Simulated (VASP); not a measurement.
# TePb (P6_3mc) in VASP: settings compared

The runs below take TePb through single point, relaxation of cell and atoms, with PBEsol, LDA, PBE, r2SCAN.

Everything below comes from runs of VASP 6.6.1. Logs are shortened: lines on timing, memory, paths and dates and some standing lists are left out, and cuts for length are marked.

### Step 1. The cell of the first run

Symmetry: P6_3mc, No. 186, hexagonal system. Conventional cell: a = 5.434 Å, b = 5.434 Å, c = 6.494 Å, α = 90.00°, β = 90.00°, γ = 120.00°. Pb (site symmetry 3m) has 5 Te at 3.14 to 3.25 Å within 4.1 Å. Within 4.1 Å of Te (site symmetry 3m) lie 5 Pb at 3.14 to 3.25 Å.

### Step 2. Single point, PBEsol

Contents of INCAR:

```
PREC = Accurate
ENCUT = 520
EDIFF = 1E-7
ISMEAR = -1
SIGMA = 0.02
LREAL = False
LASPH = True
NELM = 80
ALGO = Normal
ISIF = 2
LWAVE = False
LCHARG = True
GGA = PS
LELF = True
LVHAR = True
NBANDS = 28
```

Contents of KPOINTS:

```
regular mesh
0
Gamma
  6 6 4
```

Contents of POSCAR:

```
TePb
1.0
    5.4344771346      0.0000000000      0.0000000000
   -2.7172385673      4.7063952549      0.0000000000
    0.0000000000      0.0000000000      6.4944279594
Pb Te
2 2
Direct
    0.3333333333      0.6666666667     -0.0621077005
    0.6666666667      0.3333333333      0.4378922995
    0.3333333333      0.6666666667      0.4371077005
    0.6666666667      0.3333333333      0.9371077005
```

Potentials or basis: VASP PAW PBE potentials, release 64 (Pb_d, Te).

The run is started by

```
> cat potpaw_PBE.64/Pb_d/POTCAR potpaw_PBE.64/Te/POTCAR > POTCAR
> mpirun -np 1 vasp_std > vasp.out
```

OUTCAR:

```text
PREC = Accurate
   ENCUT = 520
   EDIFF = 1E-7
   ISMEAR = -1
   LREAL = False
   LASPH = True
   NELM = 80
   ISIF = 2
   GGA = PS

 ion  position               nearest neighbor table
   1  0.333  0.667  0.938-   4 3.14   4 3.14   4 3.14   3 3.24   3 3.25
   2  0.667  0.333  0.438-   3 3.14   3 3.14   3 3.14   4 3.24   4 3.25
   3  0.333  0.667  0.437-   2 3.14   2 3.14   2 3.14   1 3.24   1 3.25
   4  0.667  0.333  0.937-   1 3.14   1 3.14   1 3.14   2 3.24   2 3.25

  LATTYP: Found a hexagonal cell.
 ALAT       =     5.4344771346
 C/A-ratio  =     1.1950419145

  Lattice vectors:

 A1 = (   5.4344771346,   0.0000000000,   0.0000000000)
 A2 = (  -2.7172385673,   4.7063952549,   0.0000000000)
 A3 = (   0.0000000000,   0.0000000000,   6.4944279594)

Analysis of symmetry for initial positions (statically):
=====================================================================
 Subroutine PRICEL returns:
 Original cell was already a primitive cell.

 Routine SETGRP: Setting up the symmetry group for a
 hexagonal supercell.

 Subroutine GETGRP returns: Found 12 space group operations
 (whereof  6 operations were pure point group operations)
 out of a pool of 24 trial point group operations.

The static configuration has the point symmetry C_3v.
 The point group associated with its full space group is C_6v.

Analysis of symmetry for dynamics (positions and initial velocities):
=====================================================================
 Subroutine PRICEL returns:
 Original cell was already a primitive cell.

 Routine SETGRP: Setting up the symmetry group for a
 hexagonal supercell.

 Subroutine GETGRP returns: Found 12 space group operations
 (whereof  6 operations were pure point group operations)
 out of a pool of 24 trial point group operations.

The dynamic configuration has the point symmetry C_3v.
 The point group associated with its full space group is C_6v.

 Subroutine INISYM returns: Found 12 space group operations
 (whereof  6 operations are pure point group operations),
 and found     1 'primitive' translations

----------------------------------------------------------------------------------------

                                     Primitive cell

  volume of cell :     166.1067

  direct lattice vectors                    reciprocal lattice vectors
     5.434477135  0.000000000  0.000000000     0.184010343  0.106238421  0.000000000
    -2.717238567  4.706395255  0.000000000     0.000000000  0.212476842  0.000000000
     0.000000000  0.000000000  6.494427959     0.000000000  0.000000000  0.153978150

  length of vectors
     5.434477135  5.434477135  6.494427959     0.212476842  0.212476842  0.153978150

  position of ions in fractional coordinates (direct lattice)
     0.333333333  0.666666667  0.937892299
     0.666666667  0.333333333  0.437892299
     0.333333333  0.666666667  0.437107701
     0.666666667  0.333333333  0.937107701

  ion indices of the primitive-cell ions
   primitive index   ion index
                 1           1
                 2           2
                 3           3
                 4           4

----------------------------------------------------------------------------------------

 KPOINTS: regular mesh

Automatic generation of k-mesh.
 Grid dimensions read from file:
 generate k-points for:    6    6    4

 Generating k-lattice:

  Cartesian coordinates                     Fractional coordinates (reciprocal lattice)
     0.030668390  0.017706403  0.000000000     0.166666667  0.000000000  0.000000000
     0.000000000  0.035412807  0.000000000     0.000000000  0.166666667  0.000000000
     0.000000000  0.000000000  0.038494537     0.000000000  0.000000000  0.250000000

  Length of vectors
     0.035412807  0.035412807  0.038494537

  Shift w.r.t. Gamma in fractional coordinates (k-lattice)
     0.000000000  0.000000000  0.000000000

 Subroutine IBZKPT returns following result:
 ===========================================

 Found     21 irreducible k-points:

 Following reciprocal coordinates:
            Coordinates               Weight
  0.000000  0.000000  0.000000      1.000000
  0.166667  0.000000  0.000000      6.000000
  0.333333  0.000000  0.000000      6.000000
  0.500000  0.000000  0.000000      3.000000
  0.166667  0.166667  0.000000      6.000000
  0.333333  0.166667  0.000000     12.000000
[... 13 lines left out ...]
  0.333333  0.166667  0.500000     12.000000
  0.333333  0.333333  0.500000      2.000000
   k-points           NKPTS =     21   k-points in BZ     NKDIM =     21   number of bands    NBANDS=     28
   number of dos      NEDOS =    301   number of ions     NIONS =      4
   total plane-waves  NPLWV =  76800
   dimension x,y,z NGX =    40 NGY =   40 NGZ =   48
   dimension x,y,z NGXF=    80 NGYF=   80 NGZF=   96
   ions per type =               2   2
   NGX,Y,Z   is equivalent  to a cutoff of  12.24, 12.24, 12.29 a.u.
   NGXF,Y,Z  is equivalent  to a cutoff of  24.47, 24.47, 24.57 a.u.
 SYSTEM =  unknown system
   PREC   = accura    normal or accurate (medium, high low for compatibility)
   ISTART =      0    job   : 0-new  1-cont  2-samecut
   ICHARG =      2    charge: 1-file 2-atom 10-const
   ISPIN  =      1    spin polarized calculation?
   LNONCOLLINEAR =      F non collinear calculations
   LSORBIT =      F    spin-orbit coupling
   LASPH  =      T    aspherical Exc in radial PAW
   ENCUT  =  520.0 eV  38.22 Ry    6.18 a.u.  10.10 10.10 12.08*2*pi/ulx,y,z
   NELM   =     80;   NELMIN=  2; NELMDL= -5     # of ELM steps
   EDIFF  = 0.1E-06   stopping-criterion for ELM
   LREAL  =      F    real-space projection
   EDIFFG = 0.1E-05   stopping-criterion for IOM
   NSW    =      0    number of steps for IOM
   IBRION =     -1    ionic relax: 0-MD 1-quasi-New 2-CG
   NFREE  =      0    steps in history (QN), initial steepest desc. (CG)
   ISIF   =      2    stress and relaxation
   ISYM   =      2    0-nonsym 1-usesym 2-fastsym
   POTIM  = 0.5000    time-step for ionic-motion
   TEBEG  =    0.0;   TEEND  =   0.0 temperature during run
   PSTRESS=    0.0 pullay stress
   NELECT =      40.0000    total number of electrons
   NUPDOWN=      -1.0000    fix difference up-down
   EMIN   =  10.00;   EMAX   =-10.00  energy-range for DOS
   EFERMI =   0.00;   METHOD = LEGACY
   ISMEAR =    -1;   SIGMA  =   0.02  broadening in eV -4-tet -1-fermi 0-gaus
   EFERMI_NEDOS =   21; number of points for ismear=-14 and -15
   IALGO  =     38    algorithm
   IMIX   =      4    mixing-type and parameters
     AMIX     =   0.40;   BMIX     =  1.00
     AMIX_MAG =   1.60;   BMIX_MAG =  1.00
  volume/ion in A,a.u.               =      41.53       280.24
  Fermi-wavevector in a.u.,A,eV,Ry     =   1.018511  1.924707 14.114208  1.037365
  Thomas-Fermi vector in A             =   2.151973
   LORBIT       =      0    0 simple, 1 ext, 2 COOP (PROOUT), +10 PAW based schemes
   GGA     = PS    functional components
   LHFCALC =     F    Hartree Fock is set to
   AEXX    =    0.0000 exact exchange contribution
   IVDW    =     0    specifies the selected vdW correction
   LEPSILON=     F    determine dielectric tensor
   LRPA    =     F    only Hartree local field effects (RPA)
 non-spin polarized calculation
  energy-cutoff  :      520.00
  volume of cell :      166.11
 maximum number of plane-waves:      4512
   NGX = 21   NGY = 21   NGZ = 25

 number of electron      40.0000007 magnetization

 Free energy of the ion-electron system (eV)
  ---------------------------------------------------
  ext. energy  EPLUGINS =         0.00000000
  ---------------------------------------------------
  free energy    TOTEN  =       -15.96266392 eV

  energy without entropy =      -15.96266392  energy(sigma->0) =      -15.96266392

 E-fermi :   4.1769     XC(G=0):  -8.2684

 val. band max:        3.7514092226   @ k =   0.3333   0.3333   0.5000
 cond. band min:       4.7803070523   @ k =   0.3333   0.3333   0.5000
 fundamental gap:      1.0288978297
 Fermi energy:         4.1769056862

 k-point     1 :       0.0000    0.0000    0.0000
  band No.  band energies     occupation
      1     -13.0678      2.00000
      2     -13.0269      2.00000
      3     -13.0269      2.00000
      4     -13.0261      2.00000
      5     -13.0261      2.00000
      6     -13.0132      2.00000
[... 20 lines left out ...]
     27       9.1245      0.00000
     28       9.1245      0.00000

 k-point     2 :       0.1667    0.0000    0.0000
  band No.  band energies     occupation
      1     -13.0672      2.00000
      2     -13.0303      2.00000
      3     -13.0265      2.00000
      4     -13.0241      2.00000
      5     -13.0234      2.00000
      6     -13.0121      2.00000
[... 20 lines left out ...]
     27       8.8446      0.00000
     28       9.0805      0.00000

 k-point     3 :       0.3333    0.0000    0.0000
  band No.  band energies     occupation
      1     -13.0652      2.00000
      2     -13.0382      2.00000
      3     -13.0244      2.00000
      4     -13.0192      2.00000
      5     -13.0185      2.00000
      6     -13.0125      2.00000
[... 20 lines left out ...]
     27       8.7309      0.00000
     28       9.5628      0.00000

 k-point     4 :       0.5000    0.0000    0.0000
  band No.  band energies     occupation
      1     -13.0635      2.00000
      2     -13.0426      2.00000
      3     -13.0233      2.00000
      4     -13.0172      2.00000
      5     -13.0145      2.00000
      6     -13.0132      2.00000
[... 485 lines left out ...]
     27      10.1937      0.00000
     28      10.1937      0.00000

 k-point    20 :       0.3333    0.1667    0.5000
  band No.  band energies     occupation
      1     -13.0365      2.00000
      2     -13.0365      2.00000
      3     -13.0263      2.00000
      4     -13.0263      2.00000
      5     -13.0222      2.00000
      6     -13.0222      2.00000
[... 20 lines left out ...]
     27       9.4048      0.00000
     28       9.4048      0.00000

 k-point    21 :       0.3333    0.3333    0.5000
  band No.  band energies     occupation
      1     -13.0349      2.00000
      2     -13.0349      2.00000
      3     -13.0278      2.00000
      4     -13.0278      2.00000
      5     -13.0210      2.00000
      6     -13.0210      2.00000
[... 20 lines left out ...]
     27       9.2388      0.00000
     28       9.2388      0.00000

------------------------ aborting loop because EDIFF is reached ----------------------------------------

  FORCE on cell =-STRESS in cart. coord.  units (eV):
  Direction    XX          YY          ZZ          XY          YZ          ZX
  --------------------------------------------------------------------------------------
  -------------------------------------------------------------------------------------
  Total       -0.0499024     -0.0499024     -0.0598008      0.0000000      0.0000000      0.0000000
  in kB       -0.4813326     -0.4813326     -0.5768069      0.0000000      0.0000000      0.0000000
  external PRESSURE =      -0.5131574 kB  Pullay stress =       0.0000000 kB

 VOLUME and BASIS-vectors are now :
 -----------------------------------------------------------------------------
  energy-cutoff  :      520.00
  volume of cell :      166.11
      direct lattice vectors                 reciprocal lattice vectors
     5.434477135  0.000000000  0.000000000     0.184010343  0.106238421  0.000000000
    -2.717238567  4.706395255  0.000000000     0.000000000  0.212476842  0.000000000
     0.000000000  0.000000000  6.494427959     0.000000000  0.000000000  0.153978150

 POSITION                                       TOTAL-FORCE (eV/Angst)
 -----------------------------------------------------------------------------------
     -0.00000      3.13760      6.09107        -0.000000      0.000000     -0.002534
      2.71724      1.56880      2.84386         0.000000     -0.000000     -0.002534
     -0.00000      3.13760      2.83876         0.000000     -0.000000      0.002534
      2.71724      1.56880      6.08598        -0.000000      0.000000      0.002534
 -----------------------------------------------------------------------------------
    total drift:                               -0.000000      0.000000     -0.000094

  FREE ENERGIE OF THE ION-ELECTRON SYSTEM (eV)
  ---------------------------------------------------
  free  energy   TOTEN  =       -15.9626639243 eV

  energy  without entropy=      -15.9626639243  energy(sigma->0) =      -15.96266392
```

It took 82 s on 1 thread of AMD EPYC 9R45 (Zen 5), shared host; peak memory 0.27 GiB.

Results:

```
Free energy            : -15.9627 eV
Pressure               : -0.1 GPa
Band gap on the k mesh : 1.03 eV
```

Forces on the atoms (eV/Å):
```
Pb   0.000  0.000 -0.003
Pb   0.000  0.000 -0.003
Te   0.000  0.000  0.003
Te   0.000  0.000  0.003
```

Caveat: the PAW data sets were made with another functional, which shifts forces and pressure a little; spin-orbit coupling is left out, which moves the levels of the heavy elements. A k mesh can miss the band edges.

[end of part 1 of 3]
